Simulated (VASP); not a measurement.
# LiC18 in VASP: single point with PBE

Aim: the single point of LiC18 with PBE.

Everything below comes from runs of VASP 6.6.1. Logs are shortened: lines on timing, memory, paths and dates and some standing lists are left out, and cuts for length are marked.

### 1 The cell of the first run

The cell holds a slab with vacuum, 19 atoms: a = 7.398 Å, b = 7.398 Å, c = 13.000 Å, α = 90.00°, β = 90.00°, γ = 120.00°.

### 2 Single point, PBE, collinear spin, zero start

The input, INCAR:

```
SYSTEM = LiC18
PREC = Accurate ; ENCUT = 520
EDIFF = 1E-6 ; ISMEAR = 0
SIGMA = 0.05 ; LREAL = Auto
LASPH = .TRUE. ; NELM = 150
ALGO = Normal ; ISIF = 2
LWAVE = .FALSE. ; LCHARG = .FALSE.
ISPIN = 2 ; MAGMOM = 0 0 0 0 0 0 0 0 0 0 0 0 0 0 0 0 0 0 0
LORBIT = 11 ; GGA = PE
NBANDS = 56
```

The input, KPOINTS:

```
regular mesh
0
G
  2 2 1
  0 0 0
```

The input, POSCAR:

```
LiC18
1.0
    7.3980000000      0.0000000000      0.0000000000
   -3.6990000000      6.4068560000      0.0000000000
    0.0000000000      0.0000000000     13.0000000000
C Li
18 1
Direct
   -0.0059228296     -0.0030976192      0.0778425385
    0.2161696905      0.1079487349      0.0787359231
   -0.0065354418      0.3306609357      0.0787050769
    0.2151985744      0.4407867135      0.0785796154
   -0.0065353335      0.6625305766      0.0787024615
    0.2151985452      0.7741394531      0.0785800000
    0.3263033104     -0.0036515570      0.0785985385
    0.5480382648      0.1079562269      0.0786161538
    0.3263032431      0.3296824527      0.0785968462
    0.5480383254      0.4398090108      0.0786115385
    0.3253167077      0.6625223042      0.0785438462
    0.5474057021      0.7735664732      0.0775345385
    0.6590806404     -0.0030912198      0.0776278462
    0.8824164106      0.1085686958      0.0777782308
    0.6596528153      0.3296897886      0.0785949231
    0.8818623274      0.4407946737      0.0786237692
    0.6590804932      0.6618987535      0.0776215385
    0.8824164617      0.7735747456      0.0777731538
    0.7694135277      0.8845450873      0.2057186154
```

Potentials or basis: VASP PAW PBE potentials, release 64 (C, Li_sv).

The run is started by

```bash
$ cat potpaw_PBE.64/C/POTCAR potpaw_PBE.64/Li_sv/POTCAR > POTCAR
$ mpirun -np 1 vasp_std > vasp.out
```

OUTCAR:

```text
SYSTEM = LiC18
   PREC = Accurate
   ENCUT = 520
   EDIFF = 1E-6
   ISMEAR = 0
   LREAL = Auto
   LASPH = .TRUE.
   NELM = 150
   ISIF = 2
   ISPIN = 2
   LORBIT = 11
   GGA = PE

 ion  position               nearest neighbor table
   1  0.994  0.997  0.078-   2 1.42  14 1.43  18 1.43  19 2.20
   2  0.216  0.108  0.079-   9 1.42   7 1.42   1 1.42
   3  0.993  0.331  0.079-   4 1.42  16 1.42  14 1.42
   4  0.215  0.441  0.079-   3 1.42  11 1.42   9 1.42
   5  0.993  0.663  0.079-   6 1.42  16 1.42  18 1.42
   6  0.215  0.774  0.079-   5 1.42  11 1.42   7 1.42
   7  0.326  0.996  0.079-   2 1.42   8 1.42   6 1.42
   8  0.548  0.108  0.079-  15 1.42   7 1.42  13 1.42
   9  0.326  0.330  0.079-   2 1.42  10 1.42   4 1.42
  10  0.548  0.440  0.079-  15 1.42   9 1.42  17 1.42
  11  0.325  0.663  0.079-   6 1.42   4 1.42  12 1.42
  12  0.547  0.774  0.078-  11 1.42  13 1.43  17 1.43  19 2.19
  13  0.659  0.997  0.078-   8 1.42  14 1.43  12 1.43  19 2.19
  14  0.882  0.109  0.078-   3 1.42   1 1.43  13 1.43  19 2.20
  15  0.660  0.330  0.079-   8 1.42  10 1.42  16 1.42
  16  0.882  0.441  0.079-   5 1.42   3 1.42  15 1.42
  17  0.659  0.662  0.078-  10 1.42  18 1.43  12 1.43  19 2.19
  18  0.882  0.774  0.078-   5 1.42   1 1.43  17 1.43  19 2.20
  19  0.769  0.885  0.206-  12 2.19  17 2.19  13 2.19  18 2.20  14 2.20   1 2.20

  LATTYP: Found a hexagonal cell.
 ALAT       =     7.3980000000
 C/A-ratio  =     1.7572316842

  Lattice vectors:

 A1 = (   7.3980000000,   0.0000000000,   0.0000000000)
 A2 = (  -3.6990000000,   6.4068560000,   0.0000000000)
 A3 = (   0.0000000000,   0.0000000000,  13.0000000000)

Analysis of symmetry for initial positions (statically):
=====================================================================
 Subroutine PRICEL returns:
 Original cell was already a primitive cell.

 Routine SETGRP: Setting up the symmetry group for a
 hexagonal supercell.

 Subroutine GETGRP returns: Found  1 space group operations
 (whereof  1 operations were pure point group operations)
 out of a pool of 24 trial point group operations.

The static configuration has the point symmetry C_1 .

Analysis of symmetry for dynamics (positions and initial velocities):
=====================================================================
 Subroutine PRICEL returns:
 Original cell was already a primitive cell.

 Routine SETGRP: Setting up the symmetry group for a
 hexagonal supercell.

 Subroutine GETGRP returns: Found  1 space group operations
 (whereof  1 operations were pure point group operations)
 out of a pool of 24 trial point group operations.

The dynamic configuration has the point symmetry C_1 .

Analysis of structural, dynamic, and magnetic symmetry:
=====================================================================
 Subroutine PRICEL returns:
 Original cell was already a primitive cell.

 Routine SETGRP: Setting up the symmetry group for a
 hexagonal supercell.

 Subroutine GETGRP returns: Found  1 space group operations
 (whereof  1 operations were pure point group operations)
 out of a pool of 24 trial point group operations.

The overall configuration has the point symmetry C_1 .

 Subroutine INISYM returns: Found  1 space group operations
 (whereof  1 operations are pure point group operations),
 and found     1 'primitive' translations

----------------------------------------------------------------------------------------

                                     Primitive cell

  volume of cell :     616.1730

  direct lattice vectors                    reciprocal lattice vectors
     7.398000000  0.000000000  0.000000000     0.135171668  0.078041398  0.000000000
    -3.699000000  6.406856000  0.000000000     0.000000000  0.156082796  0.000000000
     0.000000000  0.000000000 13.000000000     0.000000000  0.000000000  0.076923077

  length of vectors
     7.398000000  7.398000054 13.000000000     0.156082797  0.156082796  0.076923077

  position of ions in fractional coordinates (direct lattice)
     0.994077170  0.996902381  0.077842539
     0.216169691  0.107948735  0.078735923
     0.993464558  0.330660936  0.078705077
     0.215198574  0.440786714  0.078579615
     0.993464667  0.662530577  0.078702462
     0.215198545  0.774139453  0.078580000
[... 11 lines left out ...]
     0.882416462  0.773574746  0.077773154
     0.769413528  0.884545087  0.205718615

  ion indices of the primitive-cell ions
   primitive index   ion index
                 1           1
                 2           2
                 3           3
                 4           4
                 5           5
                 6           6
[... 11 lines left out ...]
                18          18
                19          19

----------------------------------------------------------------------------------------

 KPOINTS: regular mesh

Automatic generation of k-mesh.
 Grid dimensions read from file:
 generate k-points for:    2    2    1

 Generating k-lattice:

  Cartesian coordinates                     Fractional coordinates (reciprocal lattice)
     0.067585834  0.039020699  0.000000000     0.500000000 -0.000000000  0.000000000
     0.000000000  0.078041398  0.000000000     0.000000000  0.500000000  0.000000000
     0.000000000  0.000000000  0.076923077     0.000000000  0.000000000  1.000000000

  Length of vectors
     0.078041399  0.078041398  0.076923077

  Shift w.r.t. Gamma in fractional coordinates (k-lattice)
     0.000000000  0.000000000  0.000000000

 Subroutine IBZKPT returns following result:
 ===========================================

 Found      4 irreducible k-points:

 Following reciprocal coordinates:
            Coordinates               Weight
  0.000000  0.000000  0.000000      1.000000
  0.500000  0.000000  0.000000      1.000000
  0.000000  0.500000  0.000000      1.000000
  0.500000  0.500000  0.000000      1.000000
   k-points           NKPTS =      4   k-points in BZ     NKDIM =      4   number of bands    NBANDS=     56
   number of dos      NEDOS =    301   number of ions     NIONS =     19
   total plane-waves  NPLWV = 307328
   dimension x,y,z NGX =    56 NGY =   56 NGZ =   98
   dimension x,y,z NGXF=   112 NGYF=  112 NGZF=  196
   ions per type =              18   1
   NGX,Y,Z   is equivalent  to a cutoff of  12.58, 12.58, 12.53 a.u.
   NGXF,Y,Z  is equivalent  to a cutoff of  25.17, 25.17, 25.06 a.u.
 SYSTEM =  LiC18
   PREC   = accura    normal or accurate (medium, high low for compatibility)
   ISTART =      0    job   : 0-new  1-cont  2-samecut
   ICHARG =      2    charge: 1-file 2-atom 10-const
   ISPIN  =      2    spin polarized calculation?
   LNONCOLLINEAR =      F non collinear calculations
   LSORBIT =      F    spin-orbit coupling
   LASPH  =      T    aspherical Exc in radial PAW
   ENCUT  =  520.0 eV  38.22 Ry    6.18 a.u.  13.76 13.76 24.17*2*pi/ulx,y,z
   NELM   =    150;   NELMIN=  2; NELMDL= -5     # of ELM steps
   EDIFF  = 0.1E-05   stopping-criterion for ELM
   LREAL  =      T    real-space projection
   EDIFFG = 0.1E-04   stopping-criterion for IOM
   NSW    =      0    number of steps for IOM
   IBRION =     -1    ionic relax: 0-MD 1-quasi-New 2-CG
   NFREE  =      0    steps in history (QN), initial steepest desc. (CG)
   ISIF   =      2    stress and relaxation
   ISYM   =      2    0-nonsym 1-usesym 2-fastsym
   POTIM  = 0.5000    time-step for ionic-motion
   TEBEG  =    0.0;   TEEND  =   0.0 temperature during run
   PSTRESS=    0.0 pullay stress
   NELECT =      75.0000    total number of electrons
   NUPDOWN=      -1.0000    fix difference up-down
   EMIN   =  10.00;   EMAX   =-10.00  energy-range for DOS
   EFERMI =   0.00;   METHOD = LEGACY
   ISMEAR =     0;   SIGMA  =   0.05  broadening in eV -4-tet -1-fermi 0-gaus
   EFERMI_NEDOS =   21; number of points for ismear=-14 and -15
   IALGO  =     38    algorithm
   IMIX   =      4    mixing-type and parameters
     AMIX     =   0.40;   BMIX     =  1.00
     AMIX_MAG =   1.60;   BMIX_MAG =  1.00
  volume/ion in A,a.u.               =      32.43       218.85
  Fermi-wavevector in a.u.,A,eV,Ry     =   0.811324  1.533180  8.955991  0.658247
  Thomas-Fermi vector in A             =   1.920663
   LORBIT       =     11    0 simple, 1 ext, 2 COOP (PROOUT), +10 PAW based schemes
   GGA     = PE    functional components
   LHFCALC =     F    Hartree Fock is set to
   AEXX    =    0.0000 exact exchange contribution
   IVDW    =     0    specifies the selected vdW correction
   LEPSILON=     F    determine dielectric tensor
   LRPA    =     F    only Hartree local field effects (RPA)
 spin polarized calculation
 Gauss-broadening in eV      SIGMA  =   0.05
  energy-cutoff  :      520.00
  volume of cell :      616.17
 maximum number of plane-waves:     16651
 NGX is ok and might be reduce to    56
   NGX = 27   NGY = 27   NGZ = 49

 number of electron      75.0000007 magnetization      -0.0000000

 number of electron      75.0000007 magnetization       0.0000000

 Free energy of the ion-electron system (eV)
  ---------------------------------------------------
  ext. energy  EPLUGINS =         0.00000000
  ---------------------------------------------------
  free energy    TOTEN  =      -167.73466317 eV

  energy without entropy =     -167.73466317  energy(sigma->0) =     -167.73466317

 E-fermi :  -0.8037     XC(G=0):  -3.4095

 val. band max:       -1.0879584614   @ k =   0.0000   0.0000   0.0000
 cond. band min:       0.4903111737   @ k =   0.0000   0.0000   0.0000
 fundamental gap:      1.5782696351
 Fermi energy:        -0.8036655611

 spin component 1

 k-point     1 :       0.0000    0.0000    0.0000
  band No.  band energies     occupation
      1     -49.3133      1.00000
      2     -20.5586      1.00000
      3     -18.1388      1.00000
      4     -18.0242      1.00000
      5     -18.0242      1.00000
      6     -17.8464      1.00000
[... 41 lines left out ...]
     48       3.7207      0.00000
     49       3.9037      0.00000
[... 154 lines left out ...]
     48       3.6255      0.00000
     49       3.8099      0.00000
 Fermi energy:        -0.8036655611

 spin component 2

 k-point     1 :       0.0000    0.0000    0.0000
  band No.  band energies     occupation
      1     -49.3133      1.00000
      2     -20.5586      1.00000
      3     -18.1388      1.00000
      4     -18.0242      1.00000
      5     -18.0242      1.00000
      6     -17.8464      1.00000
[... 41 lines left out ...]
     48       3.7207      0.00000
     49       3.9038      0.00000
[... 154 lines left out ...]
     48       3.6260      0.00000
     49       3.8100      0.00000
 [bands above 49 left out]

------------------------ aborting loop because EDIFF is reached ----------------------------------------

  FORCE on cell =-STRESS in cart. coord.  units (eV):
  Direction    XX          YY          ZZ          XY          YZ          ZX
  --------------------------------------------------------------------------------------
  -------------------------------------------------------------------------------------
  Total        5.7902409      5.7958323     -0.1847928     -0.0013742      0.0115419      0.0056633
  in kB       15.0558254     15.0703643     -0.4804996     -0.0035733      0.0300112      0.0147258
  external PRESSURE =       9.8818967 kB  Pullay stress =       0.0000000 kB

 VOLUME and BASIS-vectors are now :
 -----------------------------------------------------------------------------
  energy-cutoff  :      520.00
  volume of cell :      616.17
      direct lattice vectors                 reciprocal lattice vectors
     7.398000000  0.000000000  0.000000000     0.135171668  0.078041398  0.000000000
    -3.699000000  6.406856000  0.000000000     0.000000000  0.156082796  0.000000000
     0.000000000  0.000000000 13.000000000     0.000000000  0.000000000  0.076923077

 POSITION                                       TOTAL-FORCE (eV/Angst)
 -----------------------------------------------------------------------------------
      3.66664      6.38701      1.01195         0.006464      0.002871     -0.002016
      1.19992      0.69161      1.02357         0.000616      0.000555     -0.004887
      6.12654      2.11850      1.02317        -0.005100      0.002590     -0.002114
     -0.03843      2.82406      1.02154         0.000057     -0.001508      0.002154
      4.89895      4.24474      1.02313         0.000068     -0.005378     -0.001097
     -1.27150      4.95980      1.02154        -0.003709      0.000342      0.002607
[... 11 lines left out ...]
      3.66666      4.95618      1.01105         0.000044     -0.001036     -0.002253
      2.42019      5.66715      2.67434         0.009674      0.005451      0.010547
 -----------------------------------------------------------------------------------
    total drift:                               -0.008945     -0.004741     -0.026383

  FREE ENERGIE OF THE ION-ELECTRON SYSTEM (eV)
  ---------------------------------------------------
  free  energy   TOTEN  =      -167.7346631698 eV

  energy  without entropy=     -167.7346631698  energy(sigma->0) =     -167.73466317

 total charge

# of ion       s       p       d       tot
------------------------------------------
    1        0.858   1.798   0.000   2.657
    2        0.861   1.800   0.000   2.660
    3        0.861   1.800   0.000   2.660
    4        0.861   1.797   0.000   2.658
    5        0.861   1.800   0.000   2.660
    6        0.861   1.797   0.000   2.658
[... 11 lines left out ...]
   18        0.858   1.799   0.000   2.657
   19        2.009   0.057   0.000   2.066
--------------------------------------------------
tot         17.490  32.426   0.000  49.916

 magnetization (x)

# of ion       s       p       d       tot
------------------------------------------
    1        0.000   0.000   0.000   0.000
    2       -0.000  -0.000   0.000  -0.000
    3       -0.000  -0.000   0.000  -0.000
    4       -0.000   0.000   0.000   0.000
    5       -0.000  -0.000   0.000  -0.000
    6       -0.000   0.000   0.000   0.000
[... 11 lines left out ...]
   18        0.000  -0.000   0.000  -0.000
   19       -0.000  -0.000   0.000  -0.000
--------------------------------------------------
tot         -0.000   0.000   0.000  -0.000
```

Wall time 20 min (1 thread of Oxide Virtual Turin-like, shared host); peak memory 0.88 GiB.

Results:

```yaml
Free_energy: -167.7347 eV
Largest_force: 0.015 eV/Å
Net_moment: 0.00 μB per cell
Valence_electrons_inside_the_program's_atomic_spheres: C 2.66; Li 2.07
```

Forces on the atoms (eV/Å):
```
C    0.006  0.003 -0.002
C    0.001  0.001 -0.005
C   -0.005  0.003 -0.002
C    0.000 -0.002  0.002
C    0.000 -0.005 -0.001
C   -0.004  0.000  0.003
C   -0.004 -0.002 -0.001
C    0.000  0.005  0.003
C   -0.004 -0.003  0.000
C    0.000  0.000  0.004
C   -0.004 -0.003 -0.001
C   -0.003 -0.004  0.006
C   -0.005  0.006 -0.003
C    0.000 -0.001 -0.003
C    0.006  0.006 -0.004
C    0.001  0.000 -0.004
C    0.003 -0.006 -0.002
C    0.000 -0.001 -0.002
Li   0.010  0.005  0.011
```

Caveat: the k points lie up to 0.49 Å⁻¹ apart; the cutoff is under 1.25 times the usual one of these potentials, so pressure, stress and relaxed cells hold a basis-set (Pulay) error.
